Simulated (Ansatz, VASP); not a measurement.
**AlCu3N4 in VASP and in Ansatz**

```
Al Cu N
1.0
     4.14528    0.00000    0.00000
     0.00000    4.14528    0.00000
     0.00000    0.00000    4.14550
Al Cu N
1 3 4
Direct
  0.50000 0.50000 0.00000
  0.50000 0.00000 0.50000
  0.00000 0.50000 0.50000
  0.00000 0.00000 0.00000
  0.50000 0.50000 0.50000
  0.50000 0.00000 0.00000
  0.00000 0.50000 0.00000
  0.00000 0.00000 0.50000
```

Alike in both runs: functional PBE; k mesh 8 × 8 × 8; occupations gaussian, width 0.1 eV; no spin polarisation.

Ansatz relaxed the structure, and its values are those at the end. VASP's run is a single point on that final structure, the one shown.

```csv
,VASP,Ansatz
version,VASP 6.6.1,Ansatz 0.2.0
potentials or method,"VASP PAW PBE potentials, release 64 (Al, Cu, N), cutoff 520 eV","scalar-relativistic, plane waves, PAW"
valence electrons in the cell,56,80
```

|  | VASP | Ansatz | Ansatz less VASP |
| --- | --- | --- | --- |
| gap on the k mesh at the Fermi level (eV) | none | none | - |
| pressure (GPa) | 0.2 | 0.0 | -0.23 |

A gap of «none» marks a metal or a gap that the smearing closes. VASP's potentials hold 56 valence electrons a cell and Ansatz's 80, so a difference there can come from the potentials and not from the codes.
